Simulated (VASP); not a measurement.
The system is SbW.

```
W Sb
1.0
     4.40023    0.00000    0.00000
    -2.20011    3.81071    0.00000
     0.00000    0.00000    5.21022
W Sb
2 2
Direct
  0.00000 0.00000 0.00000
  0.00000 0.00000 0.50000
  0.33333 0.66667 0.25000
  0.66667 0.33333 0.75000
```

Base run:

| Quantity | Value |
| --- | --- |
| Program | VASP 6.6.1 |
| Functional | PBEsol |
| Potentials or basis | VASP PAW PBE potentials, release 64 (W_sv, Sb) |
| Cutoff | 520 eV |
| k mesh | 10 × 10 × 6 |
| Occupations | gaussian, width 0.05 eV |
| Spin | no spin polarisation |

Its results: band gap on the k mesh zero (bands 19 and 20 overlap by 1.41 eV); pressure -4.8 GPa.

After a change of settings the same cell gave: band gap on the k mesh zero (bands 19 and 20 overlap by 1.42 eV); pressure -2.2 GPa. Which change was it?
A. functional from PBEsol to PBE
B. functional from PBEsol to LDA; potentials or basis from VASP PAW PBE potentials, release 64 (W_sv, Sb) to VASP PAW LDA potentials, release 64 (W_sv, Sb)
C. functional from PBEsol to r2SCAN

C.

Caveats: the PAW data sets were made with another functional, which shifts forces and pressure a little; spin-orbit coupling is left out, which moves the levels of the heavy elements; the cell stands under tension (at least some runs).
